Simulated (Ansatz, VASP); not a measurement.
# NaCl: VASP beside Ansatz

File INCAR:

```
SYSTEM = NaCl
  PREC = Accurate
  ENCUT = 520
  EDIFF = 1E-7
  ISMEAR = 0
  SIGMA = 0.05
  LREAL = .False.
  LASPH = .True.
  NELM = 60
  ALGO = Normal
  ISIF = 2
  LWAVE = .False.
  LCHARG = .False.
  GGA = PE
  NBANDS = 14
```

KPOINTS

```
Automatic mesh
0
Gamma
  8 8 8
  0 0 0
```

POSCAR

```
NaCl
1.0
    0.0000000000      3.0582900000      3.0582900000
    3.0582900000      0.0000000000      3.0582900000
    3.0582900000      3.0582900000      0.0000000000
Na Cl
1 1
Direct
    0.0000000000      0.0000000000      0.0000000000
    0.5000000000      0.5000000000      0.5000000000
```

Input for Ansatz:

```yaml
crystal:
  lattice:
    - [0.0, 3.05829, 3.05829]
    - [3.05829, 0.0, 3.05829]
    - [3.05829, 3.05829, 0.0]
  atoms:
    - { symbol: Na, position: [0.0, 0.0, 0.0] }
    - { symbol: Cl, position: [0.5, 0.5, 0.5] }
basis:
  ecutwfc: 420
kpoints:
  mp_grid: { grid: [8, 8, 8] }
hamiltonian:
  xc: pbe
scf:
  occupations: { method: gaussian, width: 0.05 }
output:
  forces: true
  stress: true
  eigenvalues: true
```

Change from the starting cell: strain +0.080 along x and y, +0.080 along z, atoms carried along.

Alike in both runs: task single point; functional PBE; k mesh 8 × 8 × 8; occupations gaussian, width 0.05 eV; no spin polarisation.

|  | VASP | Ansatz |
| --- | --- | --- |
| version | VASP 6.6.1 | Ansatz 0.2.0 |
| potentials or method | VASP PAW PBE potentials, release 64 (Na_pv, Cl), cutoff 520 eV | scalar-relativistic, plane waves, PAW |
| valence electrons in the cell | 14 | 16 |

```csv
,VASP,Ansatz,Ansatz less VASP
gap on the k mesh at the Fermi level (eV),4.31,4.31,0.000
least direct gap on the mesh (eV),4.31,4.31,0.000
pressure (GPa),-3.1,-3.1,+0.04
```

VASP's potentials hold 14 valence electrons a cell and Ansatz's 16, so a difference there can come from the potentials and not from the codes.
